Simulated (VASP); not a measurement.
# Mn (Fm-3m) in VASP: a series of runs, part 2 of 2

VASP 6.6.1.

## (3) Relaxation of cell and atoms, r2SCAN, collinear spin, ferromagnetic start

This run uses another cell than the first one, of 13.69 Å³/atom, 0.912 times its volume.

POSCAR

```
Mn
1.0
    0.0000000000      1.8987242364      1.8987242364
    1.8987242364      0.0000000000      1.8987242364
    1.8987242364      1.8987242364      0.0000000000
Mn
1
Direct
    0.0000000000      0.0000000000      0.0000000000
```

INCAR.step1

```
SYSTEM = Mn
  PREC = Accurate
  ENCUT = 600
  ISMEAR = 0
  SIGMA = 0.1
  LREAL = .FALSE.
  LASPH = .TRUE.
  NELM = 150
  ISPIN = 2
  MAGMOM = 4
  LMAXMIX = 4
  GGA = PE
  ALGO = Normal
  EDIFF = 1E-4
  LWAVE = .TRUE.
  LCHARG = .FALSE.
```

INCAR.step2

```
SYSTEM = Mn
  PREC = Accurate
  ENCUT = 600
  EDIFF = 1E-7
  ISMEAR = 0
  SIGMA = 0.1
  LREAL = .FALSE.
  LASPH = .TRUE.
  NELM = 150
  ALGO = Normal
  ISIF = 3
  LWAVE = .FALSE.
  LCHARG = .FALSE.
  ISPIN = 2
  MAGMOM = 4
  LORBIT = 11
  LMAXMIX = 4
  METAGGA = R2SCAN
  LMIXTAU = .TRUE.
  IBRION = 2
  NSW = 90
  EDIFFG = -0.04
  ISTART = 1
```

KPOINTS

```
regular mesh
0
G
  8 8 8
  0 0 0
```

Potentials or basis: VASP PAW PBE potentials, release 64 (Mn_pv).

Command:

```bash
$ cat potpaw_PBE.64/Mn_pv/POTCAR > POTCAR
$ cp INCAR.step1 INCAR
$ mpirun -np 1 vasp_std > vasp.out
$ cp INCAR.step2 INCAR
$ mpirun -np 1 vasp_std > vasp.out
```

OUTCAR:

```text
SYSTEM = Mn
   PREC = Accurate
   ENCUT = 600
   EDIFF = 1E-7
   ISMEAR = 0
   LREAL = .FALSE.
   LASPH = .TRUE.
   NELM = 150
   ISIF = 3
   ISPIN = 2
   LORBIT = 11
   METAGGA = R2SCAN
   IBRION = 2
   NSW = 90
   EDIFFG = -0.04
   ISTART = 1

 ion  position               nearest neighbor table
   1  0.000  0.000  0.000-

  LATTYP: Found a face centered cubic cell.
 ALAT       =     3.7974484728

  Lattice vectors:

 A1 = (   0.0000000000,   1.8987242364,   1.8987242364)
 A2 = (   1.8987242364,   0.0000000000,   1.8987242364)
 A3 = (   1.8987242364,   1.8987242364,   0.0000000000)

Analysis of symmetry for initial positions (statically):
=====================================================================
 Subroutine PRICEL returns:
 Original cell was already a primitive cell.

 Routine SETGRP: Setting up the symmetry group for a
 face centered cubic supercell.

 Subroutine GETGRP returns: Found 48 space group operations
 (whereof 48 operations were pure point group operations)
 out of a pool of 48 trial point group operations.

The static configuration has the point symmetry O_h .

Analysis of symmetry for dynamics (positions and initial velocities):
=====================================================================
 Subroutine PRICEL returns:
 Original cell was already a primitive cell.

 Routine SETGRP: Setting up the symmetry group for a
 face centered cubic supercell.

 Subroutine GETGRP returns: Found 48 space group operations
 (whereof 48 operations were pure point group operations)
 out of a pool of 48 trial point group operations.

The dynamic configuration has the point symmetry O_h .

Analysis of structural, dynamic, and magnetic symmetry:
=====================================================================
 Subroutine PRICEL returns:
 Original cell was already a primitive cell.

 Routine SETGRP: Setting up the symmetry group for a
 face centered cubic supercell.

 Subroutine GETGRP returns: Found 48 space group operations
 (whereof 48 operations were pure point group operations)
 out of a pool of 48 trial point group operations.

The overall configuration has the point symmetry O_h .
[... 142 lines left out ...]
  ---------------------------------------------------
  ext. energy  EPLUGINS =         0.00000000
  ---------------------------------------------------
  free energy    TOTEN  =       -14.52837593 eV

  energy without entropy =      -14.52514829  energy(sigma->0) =      -14.52676211

------------------------ aborting loop because EDIFF is reached ----------------------------------------

  FORCE on cell =-STRESS in cart. coord.  units (eV):
  Direction    XX          YY          ZZ          XY          YZ          ZX
  --------------------------------------------------------------------------------------
  -------------------------------------------------------------------------------------
  Total        1.1852010      1.1852010      1.1852010      0.0000000      0.0000000      0.0000000
  in kB      138.7033433    138.7033433    138.7033433      0.0000000      0.0000000      0.0000000
  external PRESSURE =     138.7033433 kB  Pullay stress =       0.0000000 kB
[... 57 lines left out ...]
--------------------------------------- Ionic step        3  -------------------------------------------

 number of electron      13.0000007 magnetization       3.6992519

 Free energy of the ion-electron system (eV)
  ---------------------------------------------------
  ext. energy  EPLUGINS =         0.00000000
  ---------------------------------------------------
  free energy    TOTEN  =       -14.58136449 eV

  energy without entropy =      -14.57691316  energy(sigma->0) =      -14.57913883

 E-fermi :   7.1368     XC(G=0): -13.0517

 val. band max:        7.0713906847   @ k =   0.3750   0.2500   0.0000
 cond. band min:       7.1593658982   @ k =   0.3750   0.0000   0.0000
 fundamental gap:      0.0879752134
 Fermi energy:         7.1367790659

 spin component 1

 k-point     1 :       0.0000    0.0000    0.0000
  band No.  band energies     occupation
      1     -44.4583      1.00000
      2     -44.4583      1.00000
      3     -44.4581      1.00000
      4      -0.9488      1.00000
      5       4.4339      1.00000
      6       4.4340      1.00000
      7       4.4340      1.00000
      8       5.3362      1.00000
      9       5.3362      1.00000
     10      25.8462      0.00000
     11      29.4739      0.00000
     12      29.4739      0.00000
[... 333 lines left out ...]
      1     -44.6653      1.00000
      2     -44.5546      1.00000
      3     -44.5127      1.00000
      4       3.0446      1.00000
      5       3.7216      1.00000
      6       4.4112      1.00000
      7       4.8976      1.00000
      8       6.0582      1.00000
      9       9.6953      0.00000
     10      11.9623      0.00000
     11      20.3381      0.00000
     12      20.8205      0.00000

 [... further k-points ...]

 spin component 2

 k-point     1 :       0.0000    0.0000    0.0000
  band No.  band energies     occupation
      1     -39.2716      1.00000
      2     -39.2716      1.00000
      3     -39.2714      1.00000
      4      -0.8116      1.00000
      5       8.9325      0.00000
      6       8.9325      0.00000
      7       8.9325      0.00000
      8      10.5057      0.00000
      9      10.5057      0.00000
     10      26.0370      0.00000
     11      30.9200      0.00000
     12      30.9200      0.00000
[... 373 lines left out ...]
  FREE ENERGIE OF THE ION-ELECTRON SYSTEM (eV)
  ---------------------------------------------------
  free  energy   TOTEN  =       -14.5813644876 eV

  energy  without entropy=      -14.5769131643  energy(sigma->0) =      -14.57913883

 reached required accuracy - stopping structural energy minimisation

 total charge

# of ion       s       p       d       tot
------------------------------------------
    1        0.358   6.236   4.962  11.556

 magnetization (x)

# of ion       s       p       d       tot
------------------------------------------
    1       -0.017  -0.013   3.679   3.649
```

OSZICAR.step1:

```text
N       E                     dE             d eps       ncg     rms          rms(c)
DAV:   1     0.923975490764E+02    0.92398E+02   -0.86305E+03  1400   0.148E+03
DAV:   2    -0.754110783308E+01   -0.99939E+02   -0.96032E+02  1416   0.331E+02
DAV:   3    -0.914451845384E+01   -0.16034E+01   -0.15950E+01  1528   0.502E+01
DAV:   4    -0.915680447147E+01   -0.12286E-01   -0.12285E-01  1528   0.428E+00
DAV:   5    -0.915701385900E+01   -0.20939E-03   -0.20939E-03  1484   0.558E-01    0.130E+01
DAV:   6    -0.847912758889E+01    0.67789E+00   -0.40475E+00  1436   0.362E+01    0.409E+00
DAV:   7    -0.850531978341E+01   -0.26192E-01   -0.21416E-01  1440   0.720E+00    0.260E+00
DAV:   8    -0.851154567042E+01   -0.62259E-02   -0.68374E-03  1480   0.133E+00    0.835E-01
DAV:   9    -0.851230567115E+01   -0.76000E-03   -0.53122E-03  1468   0.104E+00    0.522E-01
DAV:  10    -0.851491727972E+01   -0.26116E-02   -0.32330E-03  1424   0.615E-01    0.356E-01
DAV:  11    -0.851501292207E+01   -0.95642E-04   -0.95180E-04  1428   0.429E-01
   1 F= -.85150129E+01 E0= -.85106852E+01  d E =-.865554E-02  mag=     1.6282
```

Run time: 2.6 min. Hardware: 1 thread of Intel Xeon Platinum 8488C (Sapphire Rapids), shared host; peak memory 0.17 GiB.

Results:

| Quantity | Value |
| --- | --- |
| Free energy | -14.5814 eV |
| Relaxed volume | 15.04 Å³/atom |
| Relaxed cell | a = 2.771 Å, b = 2.771 Å, c = 2.771 Å, α = 60.00°, β = 60.00°, γ = 60.00° |
| Space group after relaxing (to 0.05 Å) | Fm-3m (No. 225) |
| Energy gained by relaxing | 53.0 meV/atom |
| Ionic steps | 3 |
| Pressure after relaxing | -0.1 GPa |
| Net moment | 3.70 μB per cell |
| Site moments | Mn +3.65 μB |
| Valence electrons inside the program's atomic spheres | Mn 11.56 |

Step by step:
```
step  energy change (eV)  largest force (eV/Å)  pressure (GPa)  volume (Å³)
   1              0.0000                0.0000           13.87        13.69
   2             -0.0301                0.0000           -4.88        16.18
   3             -0.0530                0.0000           -0.07        15.04
```

Final structure:
```xyz
1
Lattice="0.0000 1.9590 1.9590 1.9590 0.0000 1.9590 1.9590 1.9590 0.0000" Properties=species:S:1:pos:R:3 pbc="T T T"
Mn    0.0000    0.0000    0.0000
```

Caveat: the PAW data sets were made with another functional, which shifts forces and pressure a little.

## (4) Single point, r2SCAN, collinear spin, ferromagnetic start

This run uses another cell than the first one, of 15.44 Å³/atom, 1.029 times its volume.

POSCAR

```
Mn
1.0
    0.0000000000      1.9762028844      1.9762028844
    1.9762028844      0.0000000000      1.9762028844
    1.9762028844      1.9762028844      0.0000000000
Mn
1
Direct
    0.0000000000      0.0000000000      0.0000000000
```

INCAR.step1

```
ALGO = Normal
EDIFF = 1E-4
ENCUT = 520
GGA = PE
ISMEAR = 0
ISPIN = 2
LASPH = True
LCHARG = False
LMAXMIX = 4
LREAL = False
LWAVE = True
MAGMOM = 4.05
NBANDS = 16
NELM = 150
PREC = Accurate
SIGMA = 0.1
```

INCAR.step2

```
ALGO = Normal
EDIFF = 1E-6
ENCUT = 520
ISIF = 2
ISMEAR = 0
ISPIN = 2
ISTART = 1
LASPH = True
LCHARG = True
LELF = True
LMAXMIX = 4
LMIXTAU = True
LORBIT = 11
LREAL = False
LVHAR = True
LWAVE = False
MAGMOM = 4.05
METAGGA = R2SCAN
NBANDS = 16
NELM = 150
PREC = Accurate
SIGMA = 0.1
```

KPOINTS

```
k-points
0
Gamma
  18 18 18
```

Command:

```bash
$ cat potpaw_PBE.64/Mn_pv/POTCAR > POTCAR
$ cp INCAR.step1 INCAR
$ mpirun -np 1 vasp_std > vasp.out
$ cp INCAR.step2 INCAR
$ mpirun -np 1 vasp_std > vasp.out
```

It took 4.2 min on 1 thread of Intel Xeon Platinum 8488C (Sapphire Rapids), shared host; peak memory 0.2 GiB.

It converged, with:

* Free energy: -14.5799 eV
* Pressure: 0.2 GPa
* Net moment: 3.83 μB per cell
* Site moments: Mn +3.75 μB
* Valence electrons inside the program's atomic spheres: Mn 11.53

Levels at points of the mesh, in eV from the Fermi level:
Spin up:
```csv
k point,band 4,band 5,band 6,band 7,band 8,band 9,band 10,band 11,band 12,band 13
"(0.00, 0.00, 0.00)",-8.03,-2.76,-2.76,-2.76,-1.88,-1.88,18.44,21.93,21.93,21.93
"(0.50, 0.00, 0.00)",-4.86,-2.85,-2.85,-1.14,-1.14,-0.63,4.26,17.61,19.57,19.57
"(0.50, 0.50, 0.00)",-4.74,-4.34,-1.22,-0.93,-0.93,1.44,7.31,11.53,11.53,16.14
```
Spin down:
```
           k point  band 1  band 2  band 3  band 4  band 5  band 6  band 7  band 8  band 9  band 10
(0.00, 0.00, 0.00)  -46.36  -46.36  -46.36   -7.83    1.89    1.89    1.89    3.38    3.38    18.74
(0.50, 0.00, 0.00)  -46.64  -46.40  -46.40   -2.24   -0.58    1.83    1.83    4.11    4.11     7.90
(0.50, 0.50, 0.00)  -46.62  -46.46  -46.46   -1.92   -0.62    2.07    4.19    4.25    4.25    10.36
```

Caveat: the PAW data sets were made with another functional, which shifts forces and pressure a little.

## (5) Overview

```csv
task,cell,k mesh,cutoff (eV),gap on the mesh (eV),pressure (GPa),moment (μB)
single point,"a = 2.768 Å, angles 60.0°, 1 atom",8 × 8 × 8,520,none,0.2,3.70
relaxation of cell and atoms,"relaxed from a = 2.685 Å, angles 60.0°, 1 atom",8 × 8 × 8,600,none,-0.1,3.70
single point,"a = 2.795 Å, angles 60.0°, 1 atom",18 × 18 × 18,520,none,0.2,3.83
```

Alike in all rows: level r2SCAN; potentials or basis VASP PAW PBE potentials, release 64 (Mn_pv); spin collinear, ferromagnetic start; smearing gaussian 0.1 eV.

Caveats: the PAW data sets were made with another functional, which shifts forces and pressure a little.

Absolute energies hang on the potentials; compare differences alone.
